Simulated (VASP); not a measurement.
A run of VASP 6.6.1:

INCAR

```
SYSTEM = HfB2
  PREC = Accurate
  ENCUT = 520
  EDIFF = 1E-6
  ISMEAR = -1
  SIGMA = 0.03
  LREAL = .FALSE.
  LASPH = .TRUE.
  NELM = 60
  ALGO = Normal
  ISIF = 2
  LWAVE = .FALSE.
  LCHARG = .FALSE.
  GGA = PS
  NBANDS = 15
```

Contents of KPOINTS:

```
regular mesh
0
G
  15 15 12
  0 0 0
```

Contents of POSCAR:

```
HfB2
1.0
    3.1400001005      0.0314000010      0.0314000010
   -1.5428068518      2.7036198544      0.0114931980
    0.0348000000      0.0348000000      3.4800000000
Hf B
1 2
Direct
    0.0000000000      0.0000000000      0.0000000000
    0.3333333333      0.6666666667      0.5000000000
    0.6666666667      0.3333333333      0.5000000000
```

Potentials or basis: VASP PAW PBE potentials, release 64 (Hf_pv, B).

The run is started by

```console
$ cat potpaw_PBE.64/Hf_pv/POTCAR potpaw_PBE.64/B/POTCAR > POTCAR
$ mpirun -np 1 vasp_std > vasp.out
```

Hardware: 1 thread of Intel(R) Xeon(R) 6975P-C (Granite Rapids) (shared host).

**Question.** Estimate the wall time of this run.

**Answer.** Wall time 2.6 min on 1 thread of Intel(R) Xeon(R) 6975P-C (Granite Rapids) (shared host), peak memory 0.66 GiB. Counts: scf iterations 13, k points 1351.
